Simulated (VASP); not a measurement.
# LiB2C2 (P1) in VASP: single point with PBE

Aim: the single point of LiB2C2 with PBE.

Everything below comes from runs of VASP 6.6.1. Logs are shortened: lines on timing, memory, paths and dates and some standing lists are left out, and cuts for length are marked.

**1. The cell of the first run**

The typed cell holds 10 atoms: a = 2.715 Å, b = 5.429 Å, c = 7.118 Å, α = 90.00°, β = 90.00°, γ = 120.00°.

**2. Single point, PBE**

INCAR reads:

```
SYSTEM = LiB2C2
  PREC = Accurate
  ENCUT = 650
  EDIFF = 1E-6
  ISMEAR = -1
  SIGMA = 0.05
  LREAL = .FALSE.
  LASPH = .TRUE.
  NELM = 120
  ALGO = Normal
  ISIF = 2
  LWAVE = .FALSE.
  LCHARG = .FALSE.
  GGA = PE
  NBANDS = 28
  GGA_COMPAT = .FALSE.
```

KPOINTS reads:

```
regular mesh
0
G
  3 3 1
  0 0 0
```

POSCAR reads:

```
LiB2C2
1.0
    2.7145540000      0.0000000000      0.0000000000
   -2.7145540000      4.7017510000      0.0000000000
    0.0000000000      0.0000000000      7.1178240000
Li B C
2 4 4
Direct
    0.0057197579      0.0020020201      0.5086088108
   -0.0086575660      0.5052802669      0.4999730255
    0.3348297409      0.3299972712      0.7505153260
    0.6722049387      0.1730514866      0.2535485564
    0.3322537336      0.8308030349      0.7526287528
    0.6737833598      0.6693104335      0.2493266200
    0.3253826807      0.3315424403      0.2567156760
    0.6639537574      0.1644359729      0.7393731567
    0.3371269680      0.8347368884      0.2544208736
    0.6652122913      0.6625912346      0.7386543977
```

Potentials or basis: VASP PAW PBE potentials, release 64 (Li_sv, B, C).

Launch:

```
$ cat potpaw_PBE.64/Li_sv/POTCAR potpaw_PBE.64/B/POTCAR potpaw_PBE.64/C/POTCAR > POTCAR
$ mpirun -np 1 vasp_std > vasp.out
```

OUTCAR:

```text
SYSTEM = LiB2C2
   PREC = Accurate
   ENCUT = 650
   EDIFF = 1E-6
   ISMEAR = -1
   LREAL = .FALSE.
   LASPH = .TRUE.
   NELM = 120
   ISIF = 2
   GGA = PE

 ion  position               nearest neighbor table
   1  0.006  0.002  0.509-   8 2.26   8 2.27  10 2.29   3 2.31   5 2.34   5 2.35
   2  0.991  0.505  0.500-  10 2.27  10 2.32   7 2.33   9 2.34   6 2.34   4 2.35   3 2.36   5 2.36

   3  0.335  0.330  0.751-   8 1.55  10 1.57   8 1.58   1 2.31   2 2.36
   4  0.672  0.173  0.254-   7 1.54   7 1.56   9 1.59   2 2.35
   5  0.332  0.831  0.753-  10 1.57   8 1.57  10 1.58   1 2.34   1 2.35   2 2.36
   6  0.674  0.669  0.249-   9 1.56   9 1.57   7 1.59   2 2.34
   7  0.325  0.332  0.257-   4 1.54   4 1.56   6 1.59   2 2.33
   8  0.664  0.164  0.739-   3 1.55   5 1.57   3 1.58   1 2.26   1 2.27
   9  0.337  0.835  0.254-   6 1.56   6 1.57   4 1.59   2 2.34
  10  0.665  0.663  0.739-   3 1.57   5 1.57   5 1.58   2 2.27   1 2.29   2 2.32

  LATTYP: Found a simple orthorhombic cell.
 ALAT       =     2.7145540000
 B/A-ratio  =     1.7320528529
 C/A-ratio  =     2.6220970369

  Lattice vectors:

 A1 = (   2.7145540000,   0.0000000000,   0.0000000000)
 A2 = (   0.0000000000,   4.7017510000,   0.0000000000)
 A3 = (   0.0000000000,   0.0000000000,   7.1178240000)

Analysis of symmetry for initial positions (statically):
=====================================================================
 Subroutine PRICEL returns:
 Original cell was already a primitive cell.

 Routine SETGRP: Setting up the symmetry group for a
 simple orthorhombic supercell.

 Subroutine GETGRP returns: Found  1 space group operations
 (whereof  1 operations were pure point group operations)
 out of a pool of  8 trial point group operations.

The static configuration has the point symmetry C_1 .

Analysis of symmetry for dynamics (positions and initial velocities):
=====================================================================
 Subroutine PRICEL returns:
 Original cell was already a primitive cell.

 Routine SETGRP: Setting up the symmetry group for a
 simple orthorhombic supercell.

 Subroutine GETGRP returns: Found  1 space group operations
 (whereof  1 operations were pure point group operations)
 out of a pool of  8 trial point group operations.

The dynamic configuration has the point symmetry C_1 .

 Subroutine INISYM returns: Found  1 space group operations
 (whereof  1 operations are pure point group operations),
 and found     1 'primitive' translations

----------------------------------------------------------------------------------------

                                     Primitive cell

  volume of cell :      90.8459

  direct lattice vectors                    reciprocal lattice vectors
     2.714554000  0.000000000  0.000000000     0.368384641  0.212686720  0.000000000
    -2.714554000  4.701751000  0.000000000     0.000000000  0.212686720  0.000000000
     0.000000000  0.000000000  7.117824000     0.000000000  0.000000000  0.140492375

  length of vectors
     2.714554000  5.429112808  7.117824000     0.425373817  0.212686720  0.140492375

  position of ions in fractional coordinates (direct lattice)
     0.005719758  0.002002020  0.508608811
     0.991342434  0.505280267  0.499973025
     0.334829741  0.329997271  0.750515326
     0.672204939  0.173051487  0.253548556
     0.332253734  0.830803035  0.752628753
     0.673783360  0.669310434  0.249326620
     0.325382681  0.331542440  0.256715676
     0.663953757  0.164435973  0.739373157
     0.337126968  0.834736888  0.254420874
     0.665212291  0.662591235  0.738654398

  ion indices of the primitive-cell ions
   primitive index   ion index
                 1           1
                 2           2
                 3           3
                 4           4
                 5           5
                 6           6
                 7           7
                 8           8
                 9           9
                10          10

----------------------------------------------------------------------------------------

 KPOINTS: regular mesh

Automatic generation of k-mesh.
 Grid dimensions read from file:
 generate k-points for:    3    3    1

 Generating k-lattice:

  Cartesian coordinates                     Fractional coordinates (reciprocal lattice)
     0.122794880  0.070895573  0.000000000     0.333333333  0.000000000  0.000000000
     0.000000000  0.070895573  0.000000000     0.000000000  0.333333333  0.000000000
     0.000000000  0.000000000  0.140492375     0.000000000  0.000000000  1.000000000

  Length of vectors
     0.141791272  0.070895573  0.140492375

  Shift w.r.t. Gamma in fractional coordinates (k-lattice)
     0.000000000  0.000000000  0.000000000

 Subroutine IBZKPT returns following result:
 ===========================================

 Found      5 irreducible k-points:

 Following reciprocal coordinates:
            Coordinates               Weight
  0.000000  0.000000  0.000000      1.000000
  0.333333 -0.000000  0.000000      2.000000
  0.333333  0.333333  0.000000      2.000000
  0.000000  0.333333  0.000000      2.000000
 -0.333333  0.333333  0.000000      2.000000
   k-points           NKPTS =      5   k-points in BZ     NKDIM =      5   number of bands    NBANDS=     28
   number of dos      NEDOS =    301   number of ions     NIONS =     10
   total plane-waves  NPLWV =  69120
   dimension x,y,z NGX =    24 NGY =   48 NGZ =   60
   dimension x,y,z NGXF=    48 NGYF=   96 NGZF=  120
   ions per type =               2   4   4
   NGX,Y,Z   is equivalent  to a cutoff of  14.70, 14.70, 14.01 a.u.
   NGXF,Y,Z  is equivalent  to a cutoff of  29.40, 29.40, 28.03 a.u.
 SYSTEM =  LiB2C2
   PREC   = accura    normal or accurate (medium, high low for compatibility)
   ISTART =      0    job   : 0-new  1-cont  2-samecut
   ICHARG =      2    charge: 1-file 2-atom 10-const
   ISPIN  =      1    spin polarized calculation?
   LNONCOLLINEAR =      F non collinear calculations
   LSORBIT =      F    spin-orbit coupling
   LASPH  =      T    aspherical Exc in radial PAW
   ENCUT  =  650.0 eV  47.77 Ry    6.91 a.u.   5.64 11.29 14.80*2*pi/ulx,y,z
   NELM   =    120;   NELMIN=  2; NELMDL= -5     # of ELM steps
   EDIFF  = 0.1E-05   stopping-criterion for ELM
   LREAL  =      F    real-space projection
   EDIFFG = 0.1E-04   stopping-criterion for IOM
   NSW    =      0    number of steps for IOM
   IBRION =     -1    ionic relax: 0-MD 1-quasi-New 2-CG
   NFREE  =      0    steps in history (QN), initial steepest desc. (CG)
   ISIF   =      2    stress and relaxation
   ISYM   =      2    0-nonsym 1-usesym 2-fastsym
   POTIM  = 0.5000    time-step for ionic-motion
   TEBEG  =    0.0;   TEEND  =   0.0 temperature during run
   PSTRESS=    0.0 pullay stress
   NELECT =      34.0000    total number of electrons
   NUPDOWN=      -1.0000    fix difference up-down
   EMIN   =  10.00;   EMAX   =-10.00  energy-range for DOS
   EFERMI =   0.00;   METHOD = LEGACY
   ISMEAR =    -1;   SIGMA  =   0.05  broadening in eV -4-tet -1-fermi 0-gaus
   EFERMI_NEDOS =   21; number of points for ismear=-14 and -15
   IALGO  =     38    algorithm
   IMIX   =      4    mixing-type and parameters
     AMIX     =   0.40;   BMIX     =  1.00
     AMIX_MAG =   1.60;   BMIX_MAG =  1.00
  volume/ion in A,a.u.               =       9.08        61.31
  Fermi-wavevector in a.u.,A,eV,Ry     =   1.179775  2.229452 18.937542  1.391870
  Thomas-Fermi vector in A             =   2.316080
   LORBIT       =      0    0 simple, 1 ext, 2 COOP (PROOUT), +10 PAW based schemes
   GGA     = PE    functional components
   LHFCALC =     F    Hartree Fock is set to
   AEXX    =    0.0000 exact exchange contribution
   IVDW    =     0    specifies the selected vdW correction
   LEPSILON=     F    determine dielectric tensor
   LRPA    =     F    only Hartree local field effects (RPA)
 non-spin polarized calculation
  energy-cutoff  :      650.00
  volume of cell :       90.85
 maximum number of plane-waves:      3433
 NGX is ok and might be reduce to    24
   NGX = 11   NGY = 23   NGZ = 29

 number of electron      33.9999998 magnetization

 Free energy of the ion-electron system (eV)
  ---------------------------------------------------
  ext. energy  EPLUGINS =         0.00000000
  ---------------------------------------------------
  free energy    TOTEN  =       -67.36537423 eV

  energy without entropy =      -67.31591203  energy(sigma->0) =      -67.34064313

 E-fermi :   3.0996     XC(G=0): -10.0237

 val. band max:        3.0862467674   @ k =   0.0000   0.0000   0.0000
 cond. band min:       3.1021195013   @ k =  -0.3333   0.3333   0.0000
 fundamental gap:      0.0158727339
 Fermi energy:         3.0996102112

 k-point     1 :       0.0000    0.0000    0.0000
  band No.  band energies     occupation
      1     -42.1727      2.00000
      2     -42.1220      2.00000
      3     -11.1648      2.00000
      4     -10.8835      2.00000
      5      -7.5535      2.00000
      6      -7.2776      2.00000
[... 20 lines left out ...]
     27      12.8036      0.00000
     28      13.1614      0.00000

 k-point     2 :       0.3333   -0.0000    0.0000
  band No.  band energies     occupation
      1     -42.1355      2.00000
      2     -42.1215      2.00000
      3      -9.1546      2.00000
      4      -8.8495      2.00000
      5      -7.8341      2.00000
      6      -7.5402      2.00000
[... 20 lines left out ...]
     27      13.1752      0.00000
     28      13.8040      0.00000

 k-point     3 :       0.3333    0.3333    0.0000
  band No.  band energies     occupation
      1     -42.1355      2.00000
      2     -42.1215      2.00000
      3      -9.1548      2.00000
      4      -8.8467      2.00000
      5      -7.8336      2.00000
      6      -7.5450      2.00000
[... 20 lines left out ...]
     27      13.1870      0.00000
     28      13.8132      0.00000

 k-point     4 :       0.0000    0.3333    0.0000
  band No.  band energies     occupation
      1     -42.1603      2.00000
      2     -42.1344      2.00000
      3     -10.6466      2.00000
      4     -10.3556      2.00000
      5      -9.1501      2.00000
      6      -8.8395      2.00000
[... 20 lines left out ...]
     27      12.6124      0.00000
     28      12.8109      0.00000

 k-point     5 :      -0.3333    0.3333    0.0000
  band No.  band energies     occupation
      1     -42.1415      2.00000
      2     -42.1154      2.00000
      3      -9.6368      2.00000
      4      -9.3347      2.00000
      5      -6.6758      2.00000
      6      -6.6161      2.00000
[... 20 lines left out ...]
     27      13.6322      0.00000
     28      13.8429      0.00000

------------------------ aborting loop because EDIFF is reached ----------------------------------------

  FORCE on cell =-STRESS in cart. coord.  units (eV):
  Direction    XX          YY          ZZ          XY          YZ          ZX
  --------------------------------------------------------------------------------------
  -------------------------------------------------------------------------------------
  Total        0.0594704     -1.6688418      0.1844277      0.1176623      0.2443211     -0.0037056
  in kB        1.0488327    -29.4320428      3.2526049      2.0751173      4.3088978     -0.0653522
  external PRESSURE =      -8.3768684 kB  Pullay stress =       0.0000000 kB

 VOLUME and BASIS-vectors are now :
 -----------------------------------------------------------------------------
  energy-cutoff  :      650.00
  volume of cell :       90.85
      direct lattice vectors                 reciprocal lattice vectors
     2.714554000  0.000000000  0.000000000     0.368384641  0.212686720  0.000000000
    -2.714554000  4.701751000  0.000000000     0.000000000  0.212686720  0.000000000
     0.000000000  0.000000000  7.117824000     0.000000000  0.000000000  0.140492375

 POSITION                                       TOTAL-FORCE (eV/Angst)
 -----------------------------------------------------------------------------------
      0.01009      0.00941      3.62019        -0.048400     -0.040258     -0.199093
      1.31944      2.37570      3.55872         0.134915     -0.080106      0.053786
      0.01312      1.55156      5.34204        -0.298360     -0.056466     -0.118713
      1.35498      0.81365      1.80471        -0.130938     -0.299081     -0.346293
     -1.35334      3.90623      5.35708         0.132872     -0.232640     -0.262615
      0.01214      3.14693      1.77466        -0.088048      0.350678     -0.134493
     -0.01672      1.55883      1.82726         0.309828      0.247819      0.275080
      1.35597      0.77314      5.26273         0.278881      0.068855      0.168066
     -1.35079      3.92472      1.81092        -0.136530     -0.345098      0.283433
      0.00711      3.11534      5.25761        -0.154220      0.386297      0.280841
 -----------------------------------------------------------------------------------
    total drift:                                0.000069      0.000146      0.000103

  FREE ENERGIE OF THE ION-ELECTRON SYSTEM (eV)
  ---------------------------------------------------
  free  energy   TOTEN  =       -67.3653742347 eV

  energy  without entropy=      -67.3159120304  energy(sigma->0) =      -67.34064313
```

Run time: 13 s. Hardware: 1 thread of Intel Xeon 6975P-C (Granite Rapids), shared host; peak memory 0.24 GiB.

Results:

- Free energy: -67.3654 eV
- Pressure: -0.8 GPa
- Largest force: 0.502 eV/Å
- Band gap on the k mesh: zero (bands 17 and 18 overlap by 0.97 eV)

Forces on the atoms (eV/Å):
```
Li  -0.048 -0.040 -0.199
Li   0.135 -0.080  0.054
B   -0.298 -0.056 -0.119
B   -0.131 -0.299 -0.346
B    0.133 -0.233 -0.263
B   -0.088  0.351 -0.134
C    0.310  0.248  0.275
C    0.279  0.069  0.168
C   -0.137 -0.345  0.283
C   -0.154  0.386  0.281
```

Stress tensor (GPa, compression positive):
```
 0.10  0.21 -0.01
 0.21 -2.94  0.43
-0.01  0.43  0.33
```

Caveat: the k points lie up to 0.88 Å⁻¹ apart, too coarse for converged energies and pressures of a metal.
